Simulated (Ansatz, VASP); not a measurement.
## Zr in VASP and in Ansatz

File INCAR:

```
PREC     = Accurate       # precision mode
ENCUT    = 520            # plane-wave cutoff, eV
EDIFF    = 1E-6           # SCF threshold, eV
ISMEAR   = -1             # smearing method
SIGMA    = 0.1            # smearing width, eV
LREAL    = False          # projectors in reciprocal space
LASPH    = True           # aspherical terms in the spheres
NELM     = 80             # most SCF steps
ALGO     = Normal         # electronic algorithm
ISIF     = 2              # what is computed and relaxed
LWAVE    = False          # write WAVECAR
LCHARG   = True           # write CHGCAR
GGA      = CA             # functional
LELF     = True           # ELF
LVHAR    = True         
NBANDS   = 19             # bands
```

Contents of KPOINTS:

```
Automatic mesh
0
Gamma
  19 19 10
```

POSCAR

```
Zr
1.0
    3.1439658570      0.0000000000      0.0000000000
   -1.5719829285      2.7227543008      0.0000000000
    0.0000000000      0.0000000000      5.0894642375
Zr
2
Direct
    0.3333333333      0.6666666667      0.2500000000
    0.6666666667      0.3333333333      0.7500000000
```

Input for Ansatz:

```yaml
crystal:
  lattice:
    - [3.143965857, 0.0, 0.0]
    - [-1.5719829285, 2.7227543008, 0.0]
    - [0.0, 0.0, 5.0894642375]
  atoms:
    - { symbol: Zr, position: [0.3333333333, 0.6666666667, 0.25] }
    - { symbol: Zr, position: [0.6666666667, 0.3333333333, 0.75] }
hamiltonian:
  xc: lda
  pseudopotentials:
    kind: paw
    azcp:
      Zr: "pseudopotentials/Zr.paw.azcp"
basis:
  ecutwfc: 420
  fft_grid_basis: typed
kpoints:
  mp_grid: { grid: [19, 19, 10], shift: [0, 0, 0] }
magnetization:
  spin_polarized: false
scf:
  occupations: { method: fermi_dirac, width: 0.1 }
  lower_state_search: "off"
output:
  stress: true
```

Alike in both runs: task single point; functional LDA; k mesh 19 × 19 × 10; occupations fermi-dirac, width 0.1 eV; no spin polarisation.

|  | VASP | Ansatz |
| --- | --- | --- |
| version | VASP 6.6.1 | Ansatz 0.2.0 |
| potentials or method | VASP PAW LDA potentials, release 64 (Zr_sv), cutoff 520 eV | plane waves (420 eV) with PAW, scalar-relativistic |
| valence electrons in the cell | 24 | 24 |

```csv
,VASP,Ansatz,Ansatz less VASP
pressure (GPa),0.1,0.0,-0.10
"traceless stress, the component that is largest in VASP (GPa)",0.09,0.05,-0.038
```

Ansatz warns that its potentials were made for another functional, while VASP's fit it. LDA's correlation is that of Perdew and Zunger in VASP and of Perdew and Wang (1992) in Ansatz.
